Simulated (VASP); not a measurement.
# InAs (F-43m) in VASP: a series of runs

The runs below take InAs through single point, relaxation of cell and atoms, with PBEsol.

Everything below comes from runs of VASP 6.6.1. Logs are shortened: lines on timing, memory, paths and dates and some standing lists are left out, and cuts for length are marked.

## 1. The cell of the first run

The structure is cubic, space group F-43m (No. 216). Conventional cell: a = 6.087 Å, b = 6.087 Å, c = 6.087 Å, α = 90.00°, β = 90.00°, γ = 90.00°. Within 3.5 Å of In (site symmetry -43m) lie 4 As at 2.64 Å. Within 3.5 Å of As (site symmetry -43m) lie 4 In at 2.64 Å.

## 2. Single point, PBEsol

INCAR

```
SYSTEM = InAs
PREC     = Accurate       ! precision mode
ENCUT    = 520            ! plane-wave cutoff, eV
EDIFF    = 1E-7           ! SCF threshold, eV
ISMEAR   = 0              ! smearing method
SIGMA    = 0.1            ! smearing width, eV
LREAL    = .False.        ! projectors in reciprocal space
LASPH    = .True.         ! aspherical terms in the spheres
NELM     = 60             ! most SCF steps
ALGO     = Normal         ! electronic algorithm
ISIF     = 2              ! what is computed and relaxed
LWAVE    = .False.        ! write WAVECAR
LCHARG   = .False.        ! write CHGCAR
GGA      = PS             ! functional
ISYM     = 0            
NBANDS   = 16             ! bands
```

KPOINTS

```
Automatic mesh
0
Gamma
  6 5 25
  0 0 0
```

POSCAR

```
InAs
1.0
    6.0874659232      0.0000000000      0.0000000000
   -3.0437329616      6.8059938075      0.0000000000
    3.0437329616      2.7223975230      1.3611987615
In As
1 1
Direct
    0.0000000000      0.0000000000      0.0000000000
    0.7500000000      0.5000000000      0.5000000000
```

Potentials or basis: VASP PAW PBE potentials, release 64 (In_d, As).

Started as:

```console
cat potpaw_PBE.64/In_d/POTCAR potpaw_PBE.64/As/POTCAR > POTCAR
mpirun -np 1 vasp_std > vasp.out
```

OUTCAR:

```text
SYSTEM = InAs
   PREC = Accurate
   ENCUT = 520
   EDIFF = 1E-7
   ISMEAR = 0
   LREAL = .False.
   LASPH = .True.
   NELM = 60
   ISIF = 2
   GGA = PS
   ISYM = 0

 ion  position               nearest neighbor table
   1  0.000  0.000  0.000-   2 2.64   2 2.64   2 2.64
   2  0.750  0.500  0.500-   1 2.64   1 2.64   1 2.64

IMPORTANT INFORMATION: All symmetrisations will be switched off!
NOSYMM: (Re-)initialisation of all symmetry stuff for point group C_1.

----------------------------------------------------------------------------------------

                                     Primitive cell

  volume of cell :      56.3962

  direct lattice vectors                    reciprocal lattice vectors
     6.087465923  0.000000000  0.000000000     0.164271967  0.073464657 -0.514252598
    -3.043732962  6.805993808  0.000000000     0.000000000  0.146929314 -0.293858628
     3.043732962  2.722397523  1.361198762     0.000000000  0.000000000  0.734646569

  length of vectors
     6.087465923  7.455592669  4.304488435     0.544828477  0.328543934  0.734646569

  position of ions in fractional coordinates (direct lattice)
     0.000000000  0.000000000  0.000000000
     0.750000000  0.500000000  0.500000000

  ion indices of the primitive-cell ions
   primitive index   ion index
                 1           1
                 2           2

----------------------------------------------------------------------------------------

 KPOINTS: Automatic mesh

Automatic generation of k-mesh.
 Grid dimensions read from file:
 generate k-points for:    6    5   25

 Generating k-lattice:

  Cartesian coordinates                     Fractional coordinates (reciprocal lattice)
     0.027378661  0.012244109 -0.085708766     0.166666667  0.000000000 -0.000000000
     0.000000000  0.029385863 -0.058771726     0.000000000  0.200000000  0.000000000
     0.000000000  0.000000000  0.029385863     0.000000000  0.000000000  0.040000000

  Length of vectors
     0.090804746  0.065708787  0.029385863

  Shift w.r.t. Gamma in fractional coordinates (k-lattice)
     0.000000000  0.000000000  0.000000000

 -----------------------------------------------------------------------------
|                                                                             |
|           W    W    AA    RRRRR   N    N  II  N    N   GGGG   !!!           |
|           W    W   A  A   R    R  NN   N  II  NN   N  G    G  !!!           |
|           W    W  A    A  R    R  N N  N  II  N N  N  G       !!!           |
[... 64 lines left out ...]
   LASPH  =      T    aspherical Exc in radial PAW
   ENCUT  =  520.0 eV  38.22 Ry    6.18 a.u.  11.32 13.86  8.00*2*pi/ulx,y,z
   NELM   =     60;   NELMIN=  2; NELMDL= -5     # of ELM steps
   EDIFF  = 0.1E-06   stopping-criterion for ELM
   LREAL  =      F    real-space projection
   EDIFFG = 0.1E-05   stopping-criterion for IOM
   NSW    =      0    number of steps for IOM
   IBRION =     -1    ionic relax: 0-MD 1-quasi-New 2-CG
   NFREE  =      0    steps in history (QN), initial steepest desc. (CG)
   ISIF   =      2    stress and relaxation
   ISYM   =      0    0-nonsym 1-usesym 2-fastsym
   POTIM  = 0.5000    time-step for ionic-motion
   TEBEG  =    0.0;   TEEND  =   0.0 temperature during run
   PSTRESS=    0.0 pullay stress
   NELECT =      18.0000    total number of electrons
   NUPDOWN=      -1.0000    fix difference up-down
   EMIN   =  10.00;   EMAX   =-10.00  energy-range for DOS
   EFERMI =   0.00;   METHOD = LEGACY
   ISMEAR =     0;   SIGMA  =   0.10  broadening in eV -4-tet -1-fermi 0-gaus
   EFERMI_NEDOS =   21; number of points for ismear=-14 and -15
   IALGO  =     38    algorithm
   IMIX   =      4    mixing-type and parameters
     AMIX     =   0.40;   BMIX     =  1.00
     AMIX_MAG =   1.60;   BMIX_MAG =  1.00
  volume/ion in A,a.u.               =      28.20       190.29
  Fermi-wavevector in a.u.,A,eV,Ry     =   1.118791  2.114209 17.030333  1.251694
  Thomas-Fermi vector in A             =   2.255425
   LORBIT       =      0    0 simple, 1 ext, 2 COOP (PROOUT), +10 PAW based schemes
   GGA     = PS    functional components
   LHFCALC =     F    Hartree Fock is set to
   AEXX    =    0.0000 exact exchange contribution
   IVDW    =     0    specifies the selected vdW correction
   LEPSILON=     F    determine dielectric tensor
   LRPA    =     F    only Hartree local field effects (RPA)
 non-spin polarized calculation
 Gauss-broadening in eV      SIGMA  =   0.10
  energy-cutoff  :      520.00
  volume of cell :       56.40
 maximum number of plane-waves:      1538
 NGX is ok and might be reduce to    48
   NGX = 23   NGY = 27   NGZ = 17

 number of electron      17.9999998 magnetization

 Free energy of the ion-electron system (eV)
  ---------------------------------------------------
  ext. energy  EPLUGINS =         0.00000000
  ---------------------------------------------------
  free energy    TOTEN  =        -8.49077421 eV

  energy without entropy =       -8.49053977  energy(sigma->0) =       -8.49065699

 E-fermi :   4.2069     XC(G=0):  -9.1974

 val. band max:        4.1720998872   @ k =   0.0000   0.0000   0.0000
 cond. band min:       5.0043743287   @ k =   0.5000  -0.0000  -0.0000
 fundamental gap:      0.8322744415
 Fermi energy:         4.2069111921

 k-point     1 :       0.0000    0.0000    0.0000
  band No.  band energies     occupation
      1     -10.1188      2.00000
      2     -10.1188      2.00000
      3     -10.1187      2.00000
      4      -9.9989      2.00000
      5      -9.9989      2.00000
      6      -7.5902      2.00000
[... 433 lines left out ...]
      3     -10.0569      2.00000
      4     -10.0237      2.00000
      5      -9.9826      2.00000
      6      -6.0411      2.00000
[... 8 lines left out ...]
     15      15.4602      0.00000
     16      15.8559      0.00000

 [... further k-points ...]
[... 5 lines left out ...]
  --------------------------------------------------------------------------------------
  -------------------------------------------------------------------------------------
  Total        0.0287533      0.0308106      0.0290341     -0.0006804      0.0001665      0.0001523
  in kB        0.8168632      0.8753095      0.8248391     -0.0193297      0.0047300      0.0043271
  external PRESSURE =       0.8390039 kB  Pullay stress =       0.0000000 kB

 VOLUME and BASIS-vectors are now :
 -----------------------------------------------------------------------------
  energy-cutoff  :      520.00
  volume of cell :       56.40
      direct lattice vectors                 reciprocal lattice vectors
     6.087465923  0.000000000  0.000000000     0.164271967  0.073464657 -0.514252598
    -3.043732962  6.805993808  0.000000000     0.000000000  0.146929314 -0.293858628
     3.043732962  2.722397523  1.361198762     0.000000000  0.000000000  0.734646569

 POSITION                                       TOTAL-FORCE (eV/Angst)
 -----------------------------------------------------------------------------------
      0.00000      0.00000      0.00000         0.000140     -0.000139     -0.000233
      4.56560      4.76420      0.68060        -0.000140      0.000139      0.000233
 -----------------------------------------------------------------------------------
    total drift:                               -0.000010     -0.000004      0.000000

  FREE ENERGIE OF THE ION-ELECTRON SYSTEM (eV)
  ---------------------------------------------------
  free  energy   TOTEN  =        -8.4907742063 eV

  energy  without entropy=       -8.4905397676  energy(sigma->0) =       -8.49065699
```

stdout:

```text
POSCAR found type information on POSCAR InAs
 POSCAR found :  2 types and       2 ions
 scaLAPACK will be used
 -----------------------------------------------------------------------------
|                                                                             |
|                                                                             |
|     You enforced a specific xc type in the INCAR file but a different       |
[... 22 lines left out ...]
 -----------------------------------------------------------------------------

 POSCAR, INCAR and KPOINTS ok, starting setup
 FFT: planning ... GRIDC
 FFT: planning ... GRID_SOFT
 FFT: planning ... GRID
 WAVECAR not read
 entering main loop
```

Run time: 21 min. Hardware: 1 thread of AMD EPYC 7R13, shared host; peak memory 0.52 GiB.

Results:

| Item | Value |
| --- | --- |
| Free energy | -8.4908 eV |
| Pressure | 0.1 GPa |
| Band gap on the k mesh | zero (filled and empty bands touch) |

Caveat: the k points lie up to 0.57 Å⁻¹ apart; the PAW data sets were made with another functional, which shifts forces and pressure a little; spin-orbit coupling is left out, which moves the levels of the heavy elements.

(Continued in part 2 of 2.)
